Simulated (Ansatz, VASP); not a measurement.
**Two plane-wave programs on SnGe2**

```
Sn Ge
1.0
     3.13657   -2.76063    0.05740
     3.13657    2.76063    0.05740
    -1.22823    0.00000    3.90076
Sn Ge
1 2
Cartesian
  3.1366 2.5825 0.0574
  3.6409 -0.1782 1.3321
  1.4040 -0.1782 2.6834
```

Alike in both runs: functional PBE; k mesh 5 × 5 × 5; occupations gaussian, width 0.2 eV; no spin polarisation.

Ansatz relaxed the structure, and its values are those at the end. VASP's run is a single point on that final structure, the one shown.

|  | VASP | Ansatz |
| --- | --- | --- |
| version | VASP 6.6.1 | Ansatz 0.2.0 |
| potentials or method | VASP PAW PBE potentials, release 64 (Sn_d, Ge_d), cutoff 520 eV | scalar-relativistic, plane waves, PAW |
| valence electrons in the cell | 42 | 42 |

Ansatz gave:

```
gap on the k mesh at the Fermi level (eV) : none
pressure (GPa)                            : -0.1
rms of the force components (eV/Å)        : 0.007
```

Problem. What did VASP give for the same quantities?

Solution. gap on the k mesh at the Fermi level (eV): none; pressure (GPa): -0.3; rms of the force components (eV/Å): 0.007.

A gap of «none» marks a metal or a gap that the smearing closes. The functional is the same, so the differences come from potentials, cutoffs and numerics.
